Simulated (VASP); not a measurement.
Crystal: Al.

```
Al
1.0
     0.00000    2.02481    2.02481
     2.02481    0.00000    2.02481
     2.02481    2.02481    0.00000
Al
1
Direct
  0.00000 0.00000 0.00000
```

* Program: VASP 6.6.1
* Task: relaxation of cell and atoms
* Functional: LDA
* Potentials or basis: VASP PAW LDA potentials, release 64 (Al)
* Cutoff: 600 eV
* k mesh: 18 × 18 × 18
* Occupations: gaussian, width 0.1 eV
* Spin: no spin polarisation

At the start: pressure -3.6 GPa; volume 16.60 Å³/atom.

How do energy, volume and symmetry change on relaxing?

Over 3 steps the energy falls by 9.2 meV/atom and the volume is 15.82 Å³/atom (-4.7 %); space group Fm-3m (No. 225, to 0.05 Å).

The path:
```
step  energy change (eV)  largest force (eV/Å)  pressure (GPa)  volume (Å³)
   1              0.0000                0.0000           -3.60        16.60
   2             -0.0090                0.0000            0.50        15.72
   3             -0.0092                0.0000            0.00        15.82
```

Final structure:
```yaml
crystal:
  lattice:
    - [0.00000, 1.99237, 1.99237]
    - [1.99237, 0.00000, 1.99237]
    - [1.99237, 1.99237, 0.00000]
  atoms:
    - { symbol: Al, position: [0.00000, 0.00000, 0.00000] }
```
